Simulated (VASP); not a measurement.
# SiO2 (I-42d) in VASP: single point with HSE06

Aim: the single point of SiO2 with HSE06.

Program: VASP 6.6.1. These are calculated values, not measurements. Logs are shortened: lines on timing, memory, paths and dates and some standing lists are left out, and cuts for length are marked.

## 1. The cell of the first run

Symmetry: I-42d, No. 122, tetragonal system. Conventional cell: a = 5.136 Å, b = 5.136 Å, c = 7.316 Å, α = 90.00°, β = 90.00°, γ = 90.00°. Si (site symmetry -4) has 4 O at 1.61 Å within 2.1 Å. Within 2.1 Å of O (site symmetry 2) lie 2 Si at 1.61 Å.

## 2. Single point, HSE06 (biaxial xy strain +3.9%)

The input, POSCAR:

```
SiO2
1.0
   -2.5681223587      2.5681223587      3.6578437059
    2.5681223587     -2.5681223587      3.6578437059
    2.5681223587      2.5681223587     -3.6578437059
Si O
2 4
Direct
    0.0000000000      0.0000000000      0.0000000000
    0.7500000000      0.2500000000      0.5000000000
    0.9409316564      0.6250000000      0.8159316564
    0.3750000000      0.1909316564      0.3159316564
    0.8090683436      0.1250000000      0.1840683436
    0.8750000000      0.0590683436      0.6840683436
```

The input, INCAR.step1:

```
  PREC = Accurate
  ENCUT = 520
  EDIFF = 1E-5
  ISMEAR = 0
  SIGMA = 0.01
  LREAL = False
  LASPH = True
  NELM = 100
  ALGO = Normal
  ISIF = 2
  LWAVE = True
  GGA = PE
  NBANDS = 25
```

The input, INCAR.step2:

```
  PREC = Accurate
  ENCUT = 520
  EDIFF = 1E-6
  ISMEAR = 0
  SIGMA = 0.01
  LREAL = False
  LASPH = True
  NELM = 100
  ALGO = Normal
  ISIF = 2
  LWAVE = False
  LCHARG = True
  GGA = PE
  LHFCALC = True
  HFSCREEN = 0.2079
  PRECFOCK = Fast
  LELF = True
  LVHAR = True
  ISTART = 1
  NBANDS = 25
```

The input, KPOINTS:

```
Automatic mesh
0
Gamma
  4 4 4
```

Potentials or basis: VASP PAW PBE potentials, release 64 (Si, O).

Started as:

```
cat potpaw_PBE.64/Si/POTCAR potpaw_PBE.64/O/POTCAR > POTCAR
cp INCAR.step1 INCAR
mpirun -np 1 vasp_std > vasp.out
cp INCAR.step2 INCAR
mpirun -np 1 vasp_std > vasp.out
```

OUTCAR:

```text
PREC = Accurate
   ENCUT = 520
   EDIFF = 1E-6
   ISMEAR = 0
   LREAL = False
   LASPH = True
   NELM = 100
   ISIF = 2
   GGA = PE
   LHFCALC = True
   HFSCREEN = 0.2079
   PRECFOCK = Fast
   ISTART = 1

 ion  position               nearest neighbor table
   1  0.000  0.000  0.000-   3 1.61   4 1.61   5 1.61   6 1.61
   2  0.750  0.250  0.500-   3 1.61   4 1.61   5 1.61   6 1.61
   3  0.941  0.625  0.816-   1 1.61   2 1.61
   4  0.375  0.191  0.316-   1 1.61   2 1.61
   5  0.809  0.125  0.184-   1 1.61   2 1.61
   6  0.875  0.059  0.684-   1 1.61   2 1.61

  LATTYP: Found a body centered tetragonal cell.
 ALAT       =     5.1362447174
 C/A-ratio  =     1.4243261009

  Lattice vectors:

 A1 = (  -2.5681223587,   2.5681223587,   3.6578437059)
 A2 = (   2.5681223587,  -2.5681223587,   3.6578437059)
 A3 = (   2.5681223587,   2.5681223587,  -3.6578437059)

Analysis of symmetry for initial positions (statically):
=====================================================================
 Subroutine PRICEL returns:
 Original cell was already a primitive cell.

 Routine SETGRP: Setting up the symmetry group for a
 body centered tetragonal supercell.

 Subroutine GETGRP returns: Found  8 space group operations
 (whereof  4 operations were pure point group operations)
 out of a pool of 16 trial point group operations.

The static configuration has the point symmetry S_4 .
 The point group associated with its full space group is D_2d.

Analysis of symmetry for dynamics (positions and initial velocities):
=====================================================================
 Subroutine PRICEL returns:
 Original cell was already a primitive cell.

 Routine SETGRP: Setting up the symmetry group for a
 body centered tetragonal supercell.

 Subroutine GETGRP returns: Found  8 space group operations
 (whereof  4 operations were pure point group operations)
 out of a pool of 16 trial point group operations.

The dynamic configuration has the point symmetry S_4 .
 The point group associated with its full space group is D_2d.

 Subroutine INISYM returns: Found  8 space group operations
 (whereof  4 operations are pure point group operations),
 and found     1 'primitive' translations

----------------------------------------------------------------------------------------

                                     Primitive cell

  volume of cell :      96.4976

  direct lattice vectors                    reciprocal lattice vectors
    -2.568122359  2.568122359  3.657843706     0.000000000  0.194694773  0.136692554
     2.568122359 -2.568122359  3.657843706     0.194694773  0.000000000  0.136692554
     2.568122359  2.568122359 -3.657843706     0.194694773  0.194694773  0.000000000

  length of vectors
     5.154641159  5.154641159  5.154641159     0.237888438  0.237888438  0.275339989

  position of ions in fractional coordinates (direct lattice)
     0.000000000  0.000000000  0.000000000
     0.750000000  0.250000000  0.500000000
     0.940931656  0.625000000  0.815931656
     0.375000000  0.190931656  0.315931656
     0.809068344  0.125000000  0.184068344
     0.875000000  0.059068344  0.684068344

  ion indices of the primitive-cell ions
   primitive index   ion index
                 1           1
                 2           2
                 3           3
                 4           4
                 5           5
                 6           6

----------------------------------------------------------------------------------------

 KPOINTS: Automatic mesh

Automatic generation of k-mesh.
 Grid dimensions read from file:
 generate k-points for:    4    4    4

 Generating k-lattice:

  Cartesian coordinates                     Fractional coordinates (reciprocal lattice)
     0.000000000  0.048673693  0.034173139     0.250000000  0.000000000 -0.000000000
     0.048673693  0.000000000  0.034173139     0.000000000  0.250000000 -0.000000000
     0.048673693  0.048673693  0.000000000     0.000000000  0.000000000  0.250000000

  Length of vectors
     0.059472110  0.059472110  0.068834997

  Shift w.r.t. Gamma in fractional coordinates (k-lattice)
     0.000000000  0.000000000  0.000000000

 Subroutine IBZKPT returns following result:
 ===========================================

 Found     13 irreducible k-points:

 Following reciprocal coordinates:
            Coordinates               Weight
  0.000000  0.000000  0.000000      1.000000
  0.250000  0.000000 -0.000000      8.000000
  0.500000  0.000000 -0.000000      4.000000
  0.250000  0.250000 -0.000000      8.000000
  0.500000  0.250000  0.000000     16.000000
 -0.250000  0.250000  0.000000      4.000000
  0.500000  0.500000 -0.000000      2.000000
  0.250000  0.250000  0.250000      2.000000
 -0.250000  0.250000  0.250000      4.000000
  0.500000  0.500000  0.250000      4.000000
 -0.250000  0.500000  0.250000      8.000000
 -0.250000 -0.250000  0.250000      2.000000
  0.500000  0.500000  0.500000      1.000000
   k-points           NKPTS =     13   k-points in BZ     NKDIM =     64   number of bands    NBANDS=     25
   number of dos      NEDOS =    301   number of ions     NIONS =      6
   total plane-waves  NPLWV =  64000
   dimension x,y,z NGX =    40 NGY =   40 NGZ =   40
   dimension x,y,z NGXF=    80 NGYF=   80 NGZF=   80
   ions per type =               2   4
   NGX,Y,Z   is equivalent  to a cutoff of  12.90, 12.90, 12.90 a.u.
   NGXF,Y,Z  is equivalent  to a cutoff of  25.80, 25.80, 25.80 a.u.
 SYSTEM =  unknown system
   PREC   = accura    normal or accurate (medium, high low for compatibility)
   ISTART =      1    job   : 0-new  1-cont  2-samecut
   ICHARG =      0    charge: 1-file 2-atom 10-const
   ISPIN  =      1    spin polarized calculation?
   LNONCOLLINEAR =      F non collinear calculations
   LSORBIT =      F    spin-orbit coupling
   LASPH  =      T    aspherical Exc in radial PAW
   ENCUT  =  520.0 eV  38.22 Ry    6.18 a.u.   9.58  9.58  9.58*2*pi/ulx,y,z
   NELM   =    100;   NELMIN=  2; NELMDL=  0     # of ELM steps
   EDIFF  = 0.1E-05   stopping-criterion for ELM
   LREAL  =      F    real-space projection
   EDIFFG = 0.1E-04   stopping-criterion for IOM
   NSW    =      0    number of steps for IOM
   IBRION =     -1    ionic relax: 0-MD 1-quasi-New 2-CG
   NFREE  =      0    steps in history (QN), initial steepest desc. (CG)
   ISIF   =      2    stress and relaxation
   ISYM   =      3    0-nonsym 1-usesym 2-fastsym
   POTIM  = 0.5000    time-step for ionic-motion
   TEBEG  =    0.0;   TEEND  =   0.0 temperature during run
   PSTRESS=    0.0 pullay stress
   NELECT =      32.0000    total number of electrons
   NUPDOWN=      -1.0000    fix difference up-down
   EMIN   =  10.00;   EMAX   =-10.00  energy-range for DOS
   EFERMI =   0.00;   METHOD = LEGACY
   ISMEAR =     0;   SIGMA  =   0.01  broadening in eV -4-tet -1-fermi 0-gaus
   EFERMI_NEDOS =   21; number of points for ismear=-14 and -15
   IALGO  =     38    algorithm
   IMIX   =      1    mixing-type and parameters
     AMIX     =   0.40;   BMIX     =  1.00
     AMIX_MAG =   1.60;   BMIX_MAG =  1.00
  volume/ion in A,a.u.               =      16.08       108.53
  Fermi-wavevector in a.u.,A,eV,Ry     =   1.133146  2.141336 17.470159  1.284020
  Thomas-Fermi vector in A             =   2.269849
   LORBIT       =      0    0 simple, 1 ext, 2 COOP (PROOUT), +10 PAW based schemes
   GGA     = PE    functional components
   LHFCALC =     T    Hartree Fock is set to
   PRECFOCK=fast      Normal, Fast or Accurate (Low or Medium for compatibility)
   ENCUT4O =  -1.0   cutoff for four orbital integrals eV
   NKREDX  =     1    reduce k-point grid by
   NKREDY  =     1    reduce k-point grid by
   NKREDZ  =     1    reduce k-point grid by
   AEXX    =    0.2500 exact exchange contribution
   HFSCREEN=    0.2079 screening length (either q_TF or 0.3 A-1)
   HFSCREENC=   0.2079 screening length for correlation (either q_TF or 0.3 A-1)
   ENCUTFOCK=  -1.0 apply spherical cutoff to Coloumb kernel
   IVDW    =     0    specifies the selected vdW correction
   LEPSILON=     F    determine dielectric tensor
   LRPA    =     F    only Hartree local field effects (RPA)
 non-spin polarized calculation
 Gauss-broadening in eV      SIGMA  =   0.01
  energy-cutoff  :      520.00
  volume of cell :       96.50
 maximum number of plane-waves:      2653
 NGX is ok and might be reduce to    40
  NGX = 24; NGY = 24; NGZ = 24

 number of electron      31.9999991 magnetization

 Free energy of the ion-electron system (eV)
  ---------------------------------------------------
  ext. energy  EPLUGINS =         0.00000000
  ---------------------------------------------------
  free energy    TOTEN  =       -58.36419420 eV

  energy without entropy =      -58.36419420  energy(sigma->0) =      -58.36419420

 E-fermi :  -1.9779     XC(G=0):  -6.4540

 val. band max:       -2.0564723503   @ k =   0.0000   0.0000   0.0000
 cond. band min:       5.3507413166   @ k =   0.0000   0.0000   0.0000
 fundamental gap:      7.4072136669
 Fermi energy:        -1.9778599495

 k-point     1 :       0.0000    0.0000    0.0000
  band No.  band energies     occupation
      1     -22.8977      2.00000
      2     -20.7789      2.00000
      3     -20.7789      2.00000
      4     -20.7126      2.00000
      5     -12.1789      2.00000
      6      -8.0479      2.00000
[... 17 lines left out ...]
     24      12.1835      0.00000
     25      12.9819      0.00000

 k-point     2 :       0.2500    0.0000   -0.0000
  band No.  band energies     occupation
      1     -22.7192      2.00000
      2     -21.0608      2.00000
      3     -20.7858      2.00000
      4     -20.7396      2.00000
      5     -11.6747      2.00000
      6      -8.2339      2.00000
[... 17 lines left out ...]
     24      12.6396      0.00000
     25      13.1467      0.00000
[... 278 lines left out ...]
     24      11.7953      0.00000
     25      13.3621      0.00000

 k-point    13 :       0.5000    0.5000    0.5000
  band No.  band energies     occupation
      1     -21.9607      2.00000
      2     -21.9607      2.00000
      3     -20.8073      2.00000
      4     -20.8073      2.00000
      5      -9.8045      2.00000
      6      -9.8045      2.00000
[... 17 lines left out ...]
     24      11.9768      0.00000
     25      13.4616      0.00000

------------------------ aborting loop because EDIFF is reached ----------------------------------------

  FORCE on cell =-STRESS in cart. coord.  units (eV):
  Direction    XX          YY          ZZ          XY          YZ          ZX
  --------------------------------------------------------------------------------------
  -------------------------------------------------------------------------------------
  Total       -1.1711680     -1.1711680     -0.7185626      0.0000000      0.0000000      0.0000000
  in kB      -19.4452354    -19.4452354    -11.9304992      0.0000000      0.0000000      0.0000000
  external PRESSURE =     -16.9403234 kB  Pullay stress =       0.0000000 kB

 VOLUME and BASIS-vectors are now :
 -----------------------------------------------------------------------------
  energy-cutoff  :      520.00
  volume of cell :       96.50
      direct lattice vectors                 reciprocal lattice vectors
    -2.568122359  2.568122359  3.657843706     0.000000000  0.194694773  0.136692554
     2.568122359 -2.568122359  3.657843706     0.194694773  0.000000000  0.136692554
     2.568122359  2.568122359 -3.657843706     0.194694773  0.194694773  0.000000000

 POSITION                                       TOTAL-FORCE (eV/Angst)
 -----------------------------------------------------------------------------------
      0.00000      0.00000      0.00000         0.000000      0.000000      0.000000
      0.00000      2.56812      1.82892         0.000000     -0.000000     -0.000000
      1.28406      2.90676      2.74338         0.000000     -0.056187     -0.000000
      0.33864      1.28406      0.91446        -0.056187      0.000000     -0.000000
     -1.28406      2.22948      2.74338         0.000000      0.056187      0.000000
     -0.33864      3.85218      0.91446         0.056187      0.000000      0.000000
 -----------------------------------------------------------------------------------
    total drift:                                0.000003      0.000002      0.000002

  FREE ENERGIE OF THE ION-ELECTRON SYSTEM (eV)
  ---------------------------------------------------
  free  energy   TOTEN  =       -58.3641942031 eV

  energy  without entropy=      -58.3641942031  energy(sigma->0) =      -58.36419420
```

Run time: 43 min. Hardware: 1 thread of Oxide Virtual Turin-like, shared host; peak memory 0.32 GiB.

Results:

```
Free energy            : -58.3642 eV
Pressure               : -1.7 GPa
Largest force          : 0.056 eV/Å
Band gap on the k mesh : 7.41 eV
```

Forces in eV/Å, atoms in the order of the input:
```
Si   0.000  0.000  0.000
Si   0.000  0.000  0.000
O    0.000 -0.056  0.000
O   -0.056  0.000  0.000
O    0.000  0.056  0.000
O    0.056  0.000  0.000
```

Levels at points of the mesh, in eV from the valence-band top:
| k point | band 12 | band 13 | band 14 | band 15 | band 16 | band 17 | band 18 | band 19 | band 20 | band 21 |
| --- | --- | --- | --- | --- | --- | --- | --- | --- | --- | --- |
| (0.00, 0.00, 0.00) | -1.88 | -1.84 | -0.38 | 0.00 | 0.00 | 7.41 | 10.73 | 11.69 | 11.69 | 11.79 |
| (0.50, 0.00, 0.00) | -1.88 | -1.82 | -0.94 | -0.75 | -0.07 | 9.84 | 10.24 | 11.01 | 12.23 | 12.60 |
| (0.50, 0.50, 0.00) | -2.39 | -1.27 | -1.27 | -0.48 | -0.48 | 10.50 | 10.50 | 12.37 | 12.37 | 13.03 |
| (0.50, 0.50, 0.50) | -2.36 | -1.54 | -1.54 | -0.53 | -0.53 | 10.44 | 10.44 | 12.68 | 12.68 | 13.05 |

Caveat: the cell differs from its parent crystal (biaxial xy strain +3.9%); the PAW data sets were made with another functional, which shifts forces and pressure a little.
